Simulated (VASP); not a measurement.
**Si3C: single point with PBEsol**

Si3C:

```xyz
64
Lattice="9.7710 0.0000 0.0000 0.0000 9.7710 0.0000 0.0000 0.0000 9.7710" Properties=species:S:1:pos:R:3 pbc="T T T"
C     8.5190    0.5026    0.5292
C     4.9143    5.1316    0.0743
C     1.6739    6.0749    1.1113
C     5.7413    6.0430    1.0789
C     5.9755    5.8003    6.0031
C     6.6394    2.6949    4.0576
C     3.9461    4.1026    0.9956
C     3.8130    8.2317    5.9951
C     3.7670    5.9915    3.5937
C     4.0509    5.9622    8.7252
C     0.0459    2.1751    7.6180
C     1.5896    3.8017    3.4800
C     1.7676    7.9882    8.2331
C     5.9517    3.7338    3.3164
C     5.8698    4.2237    8.9953
C     6.0075    8.0553    3.7861
Si    9.1189    9.7458    4.7207
Si    0.4402    5.0396    0.1307
Si    0.3810    4.5615    4.8050
Si    5.2907    9.7516    0.1171
Si    4.8122    9.2284    4.6865
Si    4.9590    4.8839    4.5930
Si    0.3308    1.3034    1.1192
Si    0.9591    1.1284    6.2767
Si    1.5091    5.8678    6.3049
Si    6.8096    1.2265    1.3312
Si    5.6925    1.5593    5.1566
Si    3.1178    3.0792    9.3721
Si    2.2313    2.4765    4.7526
Si    2.6982    7.0849    9.5483
Si    2.7662    7.1473    4.8132
Si    7.2655    3.2105    0.0219
Si    6.9964    7.1507    0.1514
Si    7.0534    7.0272    5.0223
Si    4.0283    3.2711    5.9327
Si    3.7154    8.5284    1.2207
Si    8.7189    4.1448    1.5288
Si    8.8366    3.3762    6.4720
Si    8.4218    8.5468    1.3049
Si    8.1775    8.4808    6.4839
Si    2.0899    0.1189    2.0447
Si    2.5985    9.2065    7.1492
Si    2.7237    4.9575    2.3172
Si    3.0953    4.7156    7.6647
Si    7.2178    9.3811    3.1623
Si    6.6437    0.9068    7.2271
Si    6.7613    5.1143    2.3847
Si    6.9744    4.7436    7.3398
Si    3.6001    1.1601    3.4299
Si    3.9155    1.0808    8.3868
Si    8.3531    2.2603    4.5162
Si    8.3448    1.4439    8.6503
Si    8.6445    5.9575    3.5719
Si    8.5307    5.9839    8.6187
Si    0.1344    2.7664    2.8706
Si    0.3332    7.1109    2.0913
Si    0.2022    7.3894    7.4989
Si    4.8904    2.7571    2.0950
Si    5.3562    2.8468    7.7754
Si    4.9043    7.0901    2.5529
Si    4.8728    6.9736    7.1375
Si    0.8406    2.8511    9.2111
Si    1.1810    8.5144    3.7172
Si    6.3036    8.5022    8.0958
```

* Program: VASP 6.6.1
* Task: single point
* Functional: PBEsol
* Potentials or basis: VASP PAW PBE potentials, release 64 (C, Si)
* Cutoff: 520 eV
* k mesh: 1 × 1 × 1, shifted
* Occupations: fermi-dirac, width 0.05 eV
* Spin: no spin polarisation
* Dipole correction: no
* Further INCAR settings: LREAL = Auto; ALGO = Normal; EDIFF = 1e-06; NBANDS = 166

- Pressure: 0.2 GPa
- Largest force: 0.045 eV/Å

Forces on the atoms (eV/Å):
```
C    0.006 -0.011 -0.010
C   -0.020 -0.001  0.000
C    0.004  0.011 -0.009
C   -0.005  0.020  0.013
C   -0.008 -0.018 -0.002
C    0.011 -0.025  0.005
C   -0.004  0.007  0.004
C    0.005  0.003  0.005
C   -0.005  0.002  0.007
C    0.005  0.019  0.010
C    0.006  0.000  0.002
C    0.018 -0.002 -0.008
C   -0.001 -0.010  0.006
C   -0.017  0.042  0.000
C   -0.003  0.004  0.006
C   -0.001 -0.005  0.000
Si  -0.001 -0.001  0.003
Si   0.006 -0.001 -0.011
Si  -0.011 -0.004 -0.010
Si   0.006 -0.004  0.004
Si  -0.006  0.004  0.001
Si   0.009 -0.008 -0.005
Si   0.012 -0.002  0.002
Si   0.000 -0.007 -0.012
Si   0.002  0.006  0.022
Si   0.002  0.004  0.010
Si  -0.012 -0.002  0.026
Si  -0.002 -0.009 -0.002
Si  -0.009  0.000  0.010
Si   0.004 -0.003  0.006
Si  -0.009 -0.005 -0.008
Si   0.016 -0.004  0.002
Si   0.001  0.006 -0.002
Si   0.019  0.012 -0.008
Si   0.000 -0.015  0.000
Si   0.001  0.007  0.001
Si  -0.016  0.000  0.002
Si  -0.007  0.005 -0.001
Si   0.002 -0.005  0.004
Si   0.005 -0.001  0.006
Si  -0.004  0.009 -0.004
Si   0.009  0.019 -0.007
Si   0.001 -0.008  0.004
Si  -0.012 -0.009 -0.011
Si   0.008  0.010  0.002
Si  -0.008  0.002 -0.009
Si   0.025  0.003  0.001
Si   0.006 -0.006 -0.006
Si   0.005 -0.008 -0.010
Si  -0.011 -0.005 -0.008
Si   0.018 -0.001  0.001
Si  -0.007  0.011  0.001
Si  -0.006 -0.001 -0.001
Si  -0.003 -0.001 -0.002
Si  -0.008 -0.011  0.004
Si  -0.005 -0.004 -0.006
Si  -0.021 -0.002 -0.011
Si  -0.004 -0.011 -0.010
Si   0.006  0.001 -0.005
Si   0.003  0.002 -0.008
Si  -0.003 -0.008  0.000
Si  -0.001  0.001  0.002
Si  -0.001  0.002  0.013
Si   0.009  0.009 -0.003
```

Stress tensor (GPa, compression positive):
```
 2.54  3.27  1.43
 3.27  0.61  1.52
 1.43  1.52 -2.69
```

Levels at points of the mesh, in eV from the Fermi level:
```
           k point  band 125  band 126  band 127  band 128  band 129  band 130  band 131  band 132
(0.50, 0.50, 0.50)     -0.62     -0.50     -0.33     -0.27      0.28      0.30      0.42      0.50
```

It took 6.3 min on 1 thread of Intel(R) Xeon(R) Platinum 8259CL CPU @ 2.50GHz (Skylake/Cascade Lake), with other jobs on the host, peak memory 0.98 GiB.

Caveat: the k points lie up to 0.64 Å⁻¹ apart; the PAW data sets were made with another functional, which shifts forces and pressure a little.
